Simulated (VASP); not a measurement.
**SnSe: single point with PBEsol**

The system is SnSe.

```
Sn Se
1.0
     0.00000    2.84395    2.84395
     2.84395    0.00000    2.84395
     2.84395    2.84395    0.00000
Sn Se
1 1
Direct
  0.00000 0.00000 0.00000
  0.50000 0.50000 0.50000
```

| Item | Value |
| --- | --- |
| Program | VASP 6.6.1 |
| Task | single point |
| Functional | PBEsol |
| Potentials or basis | VASP PAW PBE potentials, release 64 (Sn_d, Se) |
| Cutoff | 520 eV |
| k mesh | 8 × 8 × 8 |
| Occupations | fermi-dirac, width 0.05 eV |
| Spin | no spin polarisation |
| Dipole correction | no |
| Further INCAR settings | ALGO = Normal; EDIFF = 1e-06; NBANDS = 17 |

| Quantity | Value |
| --- | --- |
| Pressure | 10.1 GPa |
| Band gap on the k mesh | 0.59 eV, indirect (least direct gap 0.71 eV) |

Levels at points of the mesh, in eV from the valence-band top:
| k point | band 7 | band 8 | band 9 | band 10 | band 11 | band 12 | band 13 | band 14 |
| --- | --- | --- | --- | --- | --- | --- | --- | --- |
| (0.00, 0.00, 0.00) | -4.64 | -2.87 | -2.87 | -2.87 | 4.77 | 4.77 | 4.77 | 5.41 |
| (0.50, 0.00, 0.00) | -9.26 | -2.57 | -2.57 | -0.40 | 0.89 | 0.89 | 1.11 | 8.45 |
| (0.50, 0.50, 0.00) | -6.95 | -6.28 | -4.69 | -4.69 | 2.13 | 6.16 | 6.16 | 6.91 |

Wall time 17 s on 1 thread of Intel Xeon 6975P-C, with other jobs on the host, peak memory 0.18 GiB.

Caveat: the PAW data sets were made with another functional, which shifts forces and pressure a little; spin-orbit coupling is left out, which moves the levels of the heavy elements. A k mesh can miss the band edges.
